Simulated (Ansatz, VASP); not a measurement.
## Ag in VASP and in Ansatz

```
CELL_PARAMETERS angstrom
0.00000 2.05216 2.05216
2.05216 0.00000 2.05216
2.05216 2.05216 0.00000
ATOMIC_POSITIONS crystal
Ag 0.00000 0.00000 0.00000
```

Alike in both runs: task relaxation of cell and atoms; functional r2SCAN; k mesh 18 × 18 × 18; occupations fermi-dirac, width 0.15 eV; no spin polarisation.

|  | VASP | Ansatz |
| --- | --- | --- |
| version | VASP 6.6.1 | Ansatz 0.2.0 |
| potentials or method | VASP PAW PBE potentials, release 64 (Ag), cutoff 600 eV | scalar-relativistic, plane waves, PAW |
| valence electrons in the cell | 11 | 19 |

Ansatz gave:

```
gap on the k mesh at the Fermi level, each at its own relaxed structure (eV)  : none
relaxed volume (Å³/atom)                                                      : 17.30
relaxed length of the cell vector where the two differ most in proportion (Å) : 2.903
```

Question: Estimate VASP's values.

Answer: gap on the k mesh at the Fermi level, each at its own relaxed structure (eV): none; relaxed volume (Å³/atom): 17.32; relaxed length of the cell vector where the two differ most in proportion (Å): 2.904.

VASP's potentials were made for PBE, not for r2SCAN. A gap of «none» marks a metal or a gap that the smearing closes. VASP's potentials hold 11 valence electrons a cell and Ansatz's 19, so a difference there can come from the potentials and not from the codes.
